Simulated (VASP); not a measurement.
Set up this calculation in VASP 6.6.1, as the native input.

```
Task                   : single point
Functional             : PBE
Potentials or basis    : VASP PAW PBE potentials, release 64 (S, Mg)
Cutoff                 : 520 eV
k mesh                 : 9 × 9 × 9
Occupations            : gaussian, width 0.02 eV
Spin                   : no spin polarisation
Dipole correction      : no
Further INCAR settings : ALGO = Normal; EDIFF = 1e-06; NBANDS = 11
```

The structure of MgS (Niningerite) lies in POSCAR:

```
MgS
1.0
    0.0000000000      2.6016500000      2.6016500000
    2.6016500000      0.0000000000      2.6016500000
    2.6016500000      2.6016500000      0.0000000000
S Mg
1 1
Direct
    0.5000000000      0.5000000000      0.5000000000
    0.0000000000      0.0000000000      0.0000000000
```

One way to write it, as run:

INCAR

```
SYSTEM = MgS
  PREC = Accurate
  ENCUT = 520
  EDIFF = 1E-6
  ISMEAR = 0
  SIGMA = 0.02
  LREAL = .FALSE.
  LASPH = .TRUE.
  NELM = 100
  ALGO = Normal
  ISIF = 2
  LWAVE = .FALSE.
  LCHARG = .TRUE.
  GGA = PE
  LELF = .TRUE.
  LVHAR = .TRUE.
  NBANDS = 11
```

KPOINTS

```
Automatic mesh
0
G
  9 9 9
  0 0 0
```

Potentials or basis: VASP PAW PBE potentials, release 64 (S, Mg).

Run with:

```bash
$ cat potpaw_PBE.64/S/POTCAR potpaw_PBE.64/Mg/POTCAR > POTCAR
$ mpirun -np 1 vasp_std > vasp.out
```

Results of the run:

```yaml
Pressure: 0.9 GPa
Band_gap_on_the_k_mesh: 2.91 eV, indirect (least direct gap 3.71 eV)
```

Run time: 22 s on 1 thread of Intel Xeon 8259CL, on a shared host, peak memory 0.16 GiB.
